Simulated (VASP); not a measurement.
KTaO3:

```
K Ta O
1.0
     3.99488    0.00000    0.00000
     0.00000    3.99488    0.00000
     0.00000    0.00000    3.99488
K Ta O
1 1 3
Direct
  0.50000 0.50000 0.50000
  0.00000 0.00000 0.00000
  0.00000 0.50000 0.00000
  0.00000 0.00000 0.50000
  0.50000 0.00000 0.00000
```

```yaml
Program: VASP 6.6.1
Task: relaxation of cell and atoms
Functional: PBE
Potentials_or_basis: VASP PAW PBE potentials, release 64 (K_sv, Ta_pv, O)
Cutoff: 600 eV
k_mesh: 8 × 8 × 8
Occupations: gaussian, width 0.02 eV
Spin: no spin polarisation
```

At the start: pressure 4.8 GPa; volume 12.75 Å³/atom.

Question: Where does the relaxation end?

Answer: Over 3 steps the energy falls by 4.6 meV/atom and the volume is 13.07 Å³/atom (+2.5 %); space group Pm-3m (No. 221, to 0.05 Å).

The path:
```tsv
step	energy change (eV)	largest force (eV/Å)	pressure (GPa)	volume (Å³)
1	0.0000	0.0000	4.85	63.75
2	0.0126	0.0000	-5.43	67.38
3	-0.0232	0.0000	-0.03	65.34
```

Final structure:
```
K Ta O
1.0
     4.02767    0.00000    0.00000
     0.00000    4.02767    0.00000
     0.00000    0.00000    4.02767
K Ta O
1 1 3
Direct
  0.50000 0.50000 0.50000
  0.00000 0.00000 0.00000
  0.00000 0.50000 0.00000
  0.00000 0.00000 0.50000
  0.50000 0.00000 0.00000
```
